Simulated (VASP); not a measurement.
# SrVO3 (P1) in VASP: single point with PBE+U

Aim: the single point of SrVO3 with PBE+U.

Everything below comes from runs of VASP 6.6.1. Logs are shortened: lines on timing, memory, paths and dates and some standing lists are left out, and cuts for length are marked.

## (1) The cell of the first run

The typed cell holds 5 atoms: a = 3.840 Å, b = 3.840 Å, c = 3.840 Å, α = 90.00°, β = 90.00°, γ = 90.00°.

## (2) Single point, PBE+U, collinear spin, ferromagnetic start

Contents of INCAR:

```
PREC = Accurate
ENCUT = 520
EDIFF = 1E-6
ISMEAR = -1
SIGMA = 0.1
LREAL = False
LASPH = True
NELM = 150
ALGO = Normal
ISIF = 2
LWAVE = False
LCHARG = True
ISPIN = 2
MAGMOM = 0 1 0 0 0
LORBIT = 11
LMAXMIX = 4
LDAU = True
LDAUTYPE = 2
LDAUL = -1 2 -1
LDAUU = 0 3 0
LDAUJ = 0 0 0
LDAUPRINT = 1
GGA = PE
LELF = True
LVHAR = True
NBANDS = 32
```

Contents of KPOINTS:

```
regular mesh
0
Gamma
  5 5 5
```

Contents of POSCAR:

```
SrVO3
1.0
    3.8400000000      0.0000000000      0.0000000000
    0.0000000000      3.8400000000      0.0000000000
    0.0000000000      0.0000000000      3.8400000000
Sr V O
1 1 3
Direct
    0.0000000000      0.0000000000      0.0000000000
    0.5000000000      0.5000000000      0.5000000000
    0.4958960000      0.4997570000      0.0150750000
    0.5000000000      0.0000000000      0.5000000000
    0.0000000000      0.5000000000      0.5000000000
```

Potentials or basis: VASP PAW PBE potentials, release 64 (Sr_sv, V_sv, O).

Started as:

```bash
cat potpaw_PBE.64/Sr_sv/POTCAR potpaw_PBE.64/V_sv/POTCAR potpaw_PBE.64/O/POTCAR > POTCAR
mpirun -np 1 vasp_std > vasp.out
```

OUTCAR:

```text
PREC = Accurate
   ENCUT = 520
   EDIFF = 1E-6
   ISMEAR = -1
   LREAL = False
   LASPH = True
   NELM = 150
   ISIF = 2
   ISPIN = 2
   LORBIT = 11
   GGA = PE

 ion  position               nearest neighbor table
   1  0.000  0.000  0.000-   3 2.70   3 2.71   5 2.72   4 2.72   5 2.72   4 2.72   5 2.72   5 2.72
                             4 2.72   4 2.72   3 2.73   3 2.73   2 3.33   2 3.33   2 3.33   2 3.33
   2  0.500  0.500  0.500-   3 1.86   4 1.92   5 1.92   4 1.92   5 1.92   3 1.98   1 3.33   1 3.33
                             1 3.33   1 3.33   1 3.33   1 3.33   1 3.33   1 3.33
   3  0.496  0.500  0.015-   2 1.86   2 1.98   1 2.70   1 2.71   1 2.73   1 2.73
   4  0.500  0.000  0.500-   2 1.92   2 1.92   1 2.72   1 2.72   1 2.72   1 2.72
   5  0.000  0.500  0.500-   2 1.92   2 1.92   1 2.72   1 2.72   1 2.72   1 2.72

  LATTYP: Found a simple cubic cell.
 ALAT       =     3.8400000000

  Lattice vectors:

 A1 = (   3.8400000000,   0.0000000000,   0.0000000000)
 A2 = (   0.0000000000,   3.8400000000,   0.0000000000)
 A3 = (   0.0000000000,   0.0000000000,   3.8400000000)

Analysis of symmetry for initial positions (statically):
=====================================================================
 Subroutine PRICEL returns:
 Original cell was already a primitive cell.

 Routine SETGRP: Setting up the symmetry group for a
 simple cubic supercell.

 Subroutine GETGRP returns: Found  1 space group operations
 (whereof  1 operations were pure point group operations)
 out of a pool of 48 trial point group operations.

The static configuration has the point symmetry C_1 .

Analysis of symmetry for dynamics (positions and initial velocities):
=====================================================================
 Subroutine PRICEL returns:
 Original cell was already a primitive cell.

 Routine SETGRP: Setting up the symmetry group for a
 simple cubic supercell.

 Subroutine GETGRP returns: Found  1 space group operations
 (whereof  1 operations were pure point group operations)
 out of a pool of 48 trial point group operations.

The dynamic configuration has the point symmetry C_1 .

Analysis of structural, dynamic, and magnetic symmetry:
=====================================================================
 Subroutine PRICEL returns:
 Original cell was already a primitive cell.

 Routine SETGRP: Setting up the symmetry group for a
 simple cubic supercell.

 Subroutine GETGRP returns: Found  1 space group operations
 (whereof  1 operations were pure point group operations)
 out of a pool of 48 trial point group operations.

The overall configuration has the point symmetry C_1 .

 Subroutine INISYM returns: Found  1 space group operations
 (whereof  1 operations are pure point group operations),
 and found     1 'primitive' translations

----------------------------------------------------------------------------------------

                                     Primitive cell

  volume of cell :      56.6231

  direct lattice vectors                    reciprocal lattice vectors
     3.840000000  0.000000000  0.000000000     0.260416667  0.000000000  0.000000000
     0.000000000  3.840000000  0.000000000     0.000000000  0.260416667  0.000000000
     0.000000000  0.000000000  3.840000000     0.000000000  0.000000000  0.260416667

  length of vectors
     3.840000000  3.840000000  3.840000000     0.260416667  0.260416667  0.260416667

  position of ions in fractional coordinates (direct lattice)
     0.000000000  0.000000000  0.000000000
     0.500000000  0.500000000  0.500000000
     0.495896000  0.499757000  0.015075000
     0.500000000  0.000000000  0.500000000
     0.000000000  0.500000000  0.500000000

  ion indices of the primitive-cell ions
   primitive index   ion index
                 1           1
                 2           2
                 3           3
                 4           4
                 5           5

----------------------------------------------------------------------------------------

 KPOINTS: regular mesh

Automatic generation of k-mesh.
 Grid dimensions read from file:
 generate k-points for:    5    5    5

 Generating k-lattice:

  Cartesian coordinates                     Fractional coordinates (reciprocal lattice)
     0.052083333  0.000000000  0.000000000     0.200000000  0.000000000  0.000000000
[... 42 lines left out ...]
   number of dos      NEDOS =    301   number of ions     NIONS =      5
   total plane-waves  NPLWV =  27000
   dimension x,y,z NGX =    30 NGY =   30 NGZ =   30
   dimension x,y,z NGXF=    60 NGYF=   60 NGZF=   60
   ions per type =               1   1   3
   NGX,Y,Z   is equivalent  to a cutoff of  12.99, 12.99, 12.99 a.u.
   NGXF,Y,Z  is equivalent  to a cutoff of  25.98, 25.98, 25.98 a.u.
 SYSTEM =  unknown system
   PREC   = accura    normal or accurate (medium, high low for compatibility)
   ISTART =      0    job   : 0-new  1-cont  2-samecut
   ICHARG =      2    charge: 1-file 2-atom 10-const
   ISPIN  =      2    spin polarized calculation?
   LNONCOLLINEAR =      F non collinear calculations
   LSORBIT =      F    spin-orbit coupling
   LASPH  =      T    aspherical Exc in radial PAW
   ENCUT  =  520.0 eV  38.22 Ry    6.18 a.u.   7.14  7.14  7.14*2*pi/ulx,y,z
   NELM   =    150;   NELMIN=  2; NELMDL= -5     # of ELM steps
   EDIFF  = 0.1E-05   stopping-criterion for ELM
   LREAL  =      F    real-space projection
   EDIFFG = 0.1E-04   stopping-criterion for IOM
   NSW    =      0    number of steps for IOM
   IBRION =     -1    ionic relax: 0-MD 1-quasi-New 2-CG
   NFREE  =      0    steps in history (QN), initial steepest desc. (CG)
   ISIF   =      2    stress and relaxation
   ISYM   =      2    0-nonsym 1-usesym 2-fastsym
   POTIM  = 0.5000    time-step for ionic-motion
   TEBEG  =    0.0;   TEEND  =   0.0 temperature during run
   PSTRESS=    0.0 pullay stress
   NELECT =      41.0000    total number of electrons
   NUPDOWN=      -1.0000    fix difference up-down
   EMIN   =  10.00;   EMAX   =-10.00  energy-range for DOS
   EFERMI =   0.00;   METHOD = LEGACY
   ISMEAR =    -1;   SIGMA  =   0.10  broadening in eV -4-tet -1-fermi 0-gaus
   EFERMI_NEDOS =   21; number of points for ismear=-14 and -15
   IALGO  =     38    algorithm
   IMIX   =      4    mixing-type and parameters
     AMIX     =   0.40;   BMIX     =  1.00
     AMIX_MAG =   1.60;   BMIX_MAG =  1.00
  volume/ion in A,a.u.               =      11.32        76.42
  Fermi-wavevector in a.u.,A,eV,Ry     =   1.470071  2.778031 29.403658  2.161108
  Thomas-Fermi vector in A             =   2.585372
   LORBIT       =     11    0 simple, 1 ext, 2 COOP (PROOUT), +10 PAW based schemes
 LDA+U is selected, type is set to LDAUTYPE =  2
   angular momentum for each species LDAUL =    -1    2   -1
   U (eV)           for each species LDAUU =   0.0  3.0  0.0
   J (eV)           for each species LDAUJ =   0.0  0.0  0.0
   GGA     = PE    functional components
   LHFCALC =     F    Hartree Fock is set to
   AEXX    =    0.0000 exact exchange contribution
   IVDW    =     0    specifies the selected vdW correction
   LEPSILON=     F    determine dielectric tensor
   LRPA    =     F    only Hartree local field effects (RPA)
 spin polarized calculation
  energy-cutoff  :      520.00
  volume of cell :       56.62
 maximum number of plane-waves:      1536
 NGX is ok and might be reduce to    30
   NGX = 15   NGY = 15   NGZ = 15

atom =   2  type =  2  l = 2

 onsite density matrix

spin component  1

  0.4561 -0.0020 -0.0000 -0.0001  0.0000
 -0.0020  0.4522  0.0000 -0.0000 -0.0000
 -0.0000  0.0000  0.3183  0.0001 -0.0000
 -0.0001 -0.0000  0.0001  0.4522  0.0002
  0.0000 -0.0000 -0.0000  0.0002  0.3141

spin component  2

  0.1106  0.0002 -0.0000  0.0000  0.0000
  0.0002  0.1120  0.0000  0.0000 -0.0000
 -0.0000  0.0000  0.2931  0.0005  0.0000
  0.0000  0.0000  0.0005  0.1120  0.0000
  0.0000 -0.0000  0.0000  0.0000  0.2895

 occupancies and eigenvectors

  o =  0.1105  v =  0.0000  0.0000  0.0000  0.0000  0.0000  0.9870 -0.1603  0.0001 -0.0089 -0.0000      0.0000  0.0000  0.0000  0.0000  0.0000  0.0000  0.0000  0.0000  0.0000  0.0000
  o =  0.1120  v =  0.0000  0.0000  0.0000  0.0000  0.0000  0.0388  0.2919  0.0026 -0.9556  0.0001      0.0000  0.0000  0.0000  0.0000  0.0000  0.0000  0.0000  0.0000  0.0000  0.0000
  o =  0.1121  v =  0.0000  0.0000  0.0000  0.0000  0.0000 -0.1558 -0.9429  0.0010 -0.2944  0.0000      0.0000  0.0000  0.0000  0.0000  0.0000  0.0000  0.0000  0.0000  0.0000  0.0000
  o =  0.2895  v =  0.0000  0.0000  0.0000  0.0000  0.0000 -0.0000  0.0000  0.0005 -0.0002 -1.0000      0.0000  0.0000  0.0000  0.0000  0.0000  0.0000  0.0000  0.0000  0.0000  0.0000
  o =  0.2931  v =  0.0000  0.0000  0.0000  0.0000  0.0000  0.0000 -0.0002 -1.0000 -0.0028 -0.0005      0.0000  0.0000  0.0000  0.0000  0.0000  0.0000  0.0000  0.0000  0.0000  0.0000
  o =  0.3141  v =  0.0000  0.0001  0.0009 -0.0016  1.0000  0.0000  0.0000  0.0000  0.0000  0.0000      0.0000  0.0000  0.0000  0.0000  0.0000  0.0000  0.0000  0.0000  0.0000  0.0000
  o =  0.3183  v = -0.0000  0.0000 -1.0000  0.0006  0.0009  0.0000  0.0000  0.0000  0.0000  0.0000      0.0000  0.0000  0.0000  0.0000  0.0000  0.0000  0.0000  0.0000  0.0000  0.0000
  o =  0.4513  v =  0.3907  0.9162  0.0001  0.0890  0.0001  0.0000  0.0000  0.0000  0.0000  0.0000      0.0000  0.0000  0.0000  0.0000  0.0000  0.0000  0.0000  0.0000  0.0000  0.0000
  o =  0.4522  v = -0.0153 -0.0902  0.0006  0.9958  0.0016  0.0000  0.0000  0.0000  0.0000  0.0000      0.0000  0.0000  0.0000  0.0000  0.0000  0.0000  0.0000  0.0000  0.0000  0.0000
  o =  0.4569  v = -0.9204  0.3904  0.0001  0.0212 -0.0000  0.0000  0.0000  0.0000  0.0000  0.0000      0.0000  0.0000  0.0000  0.0000  0.0000  0.0000  0.0000  0.0000  0.0000  0.0000

 number of electron      41.0000015 magnetization       0.9997742

 Free energy of the ion-electron system (eV)
  ---------------------------------------------------
  ext. energy  EPLUGINS =         0.00000000
  ---------------------------------------------------
  free energy    TOTEN  =       -36.32047769 eV

  energy without entropy =      -36.29047652  energy(sigma->0) =      -36.30547711

 E-fermi :   6.0607     XC(G=0): -11.5735

 val. band max:        5.9577834319   @ k =  -0.2000   0.4000   0.2000
 cond. band min:       6.4693391521   @ k =  -0.4000   0.0000   0.4000
 fundamental gap:      0.5115557202
 Fermi energy:         6.0607151220

 spin component 1

 k-point     1 :       0.0000    0.0000    0.0000
  band No.  band energies     occupation
      1     -60.4904      1.00000
      2     -34.3121      1.00000
      3     -34.3011      1.00000
      4     -34.3010      1.00000
      5     -28.1792      1.00000
      6     -13.3827      1.00000
[... 1673 lines left out ...]
     31      15.0432      0.00000
     32      17.8965      0.00000

 [... further k-points ...]

------------------------ aborting loop because EDIFF is reached ----------------------------------------

  FORCE on cell =-STRESS in cart. coord.  units (eV):
  Direction    XX          YY          ZZ          XY          YZ          ZX
  --------------------------------------------------------------------------------------
  -------------------------------------------------------------------------------------
  Total        2.9236974      2.9240362      3.1425904      0.0001412     -0.0000181     -0.0004015
  in kB       82.7273920     82.7369788     88.9210718      0.0039942     -0.0005118     -0.0113595
  external PRESSURE =      84.7951475 kB  Pullay stress =       0.0000000 kB

 VOLUME and BASIS-vectors are now :
 -----------------------------------------------------------------------------
  energy-cutoff  :      520.00
  volume of cell :       56.62
      direct lattice vectors                 reciprocal lattice vectors
     3.840000000  0.000000000  0.000000000     0.260416667  0.000000000  0.000000000
     0.000000000  3.840000000  0.000000000     0.000000000  0.260416667  0.000000000
     0.000000000  0.000000000  3.840000000     0.000000000  0.000000000  0.260416667

 POSITION                                       TOTAL-FORCE (eV/Angst)
 -----------------------------------------------------------------------------------
      0.00000      0.00000      0.00000        -0.006256     -0.000375      0.048605
      1.92000      1.92000      1.92000        -0.024673     -0.001462      0.397108
      1.90424      1.91907      0.05789         0.095601      0.005671     -1.008780
      1.92000      0.00000      1.92000         0.012706     -0.004585      0.281449
      0.00000      1.92000      1.92000        -0.077379      0.000751      0.281617
 -----------------------------------------------------------------------------------
    total drift:                                0.000182      0.000023      0.000466

  FREE ENERGIE OF THE ION-ELECTRON SYSTEM (eV)
  ---------------------------------------------------
  free  energy   TOTEN  =       -36.3204776950 eV

  energy  without entropy=      -36.2904765180  energy(sigma->0) =      -36.30547711

 total charge

# of ion       s       p       d       tot
------------------------------------------
    1        2.000   5.804   0.221   8.025
    2        2.293   6.361   2.874  11.528
    3        1.564   3.500   0.000   5.065
    4        1.564   3.499   0.000   5.063
    5        1.564   3.499   0.000   5.063
--------------------------------------------------
tot          8.986  22.664   3.095  34.744

 magnetization (x)

# of ion       s       p       d       tot
------------------------------------------
    1       -0.000  -0.002   0.002   0.000
    2        0.009   0.010   1.073   1.092
    3       -0.002  -0.048   0.000  -0.050
    4       -0.002  -0.048   0.000  -0.050
    5       -0.002  -0.048   0.000  -0.050
--------------------------------------------------
tot          0.003  -0.135   1.075   0.943
```

It took 4.1 min on 1 thread of Intel Xeon Platinum 8259CL at 2.50GHz (Skylake/Cascade Lake), shared host; peak memory 0.31 GiB.

Results:

| Property | Result |
| --- | --- |
| Free energy | -36.3205 eV |
| Pressure | 8.5 GPa |
| Largest force | 1.013 eV/Å |
| Band gap on the k mesh | zero (filled and empty bands overlap) |
| Net moment | 1.00 μB per cell |
| Site moments | Sr +0.00; V +1.09; O -0.05 μB |
| Valence electrons inside the program's atomic spheres | Sr 8.03; V 11.53; O 5.07, 5.06 (each value once) |

Forces on the atoms (eV/Å):
```
Sr  -0.006  0.000  0.049
V   -0.025 -0.001  0.397
O    0.096  0.006 -1.009
O    0.013 -0.005  0.281
O   -0.077  0.001  0.282
```

Levels at points of the mesh, in eV from the Fermi level:
Spin up:
```
           k point  band 18  band 19  band 20  band 21  band 22  band 23  band 24  band 25
(0.00, 0.00, 0.00)    -2.10    -2.09    -2.08    -1.49    -1.40    -1.40     1.44     1.46
```
Spin down:
| k point | band 17 | band 18 | band 19 | band 20 | band 21 | band 22 | band 23 | band 24 |
| --- | --- | --- | --- | --- | --- | --- | --- | --- |
| (0.00, 0.00, 0.00) | -2.95 | -2.16 | -2.14 | -2.14 | 0.65 | 0.66 | 0.66 | 2.10 |

Eigenvalues of the final occupation matrices:
```
    site  spin  trace               eigenvalues
site 2 d     1   1.99  0.31 0.32 0.45 0.45 0.46
site 2 d     2   0.92  0.11 0.11 0.11 0.29 0.29
```

Caveat: the cell stands under pressure; forces of over 1 eV/Å act on the atoms, so gaps and moduli don't describe the material at rest. The state reached can hang on the start; a lower one may exist.
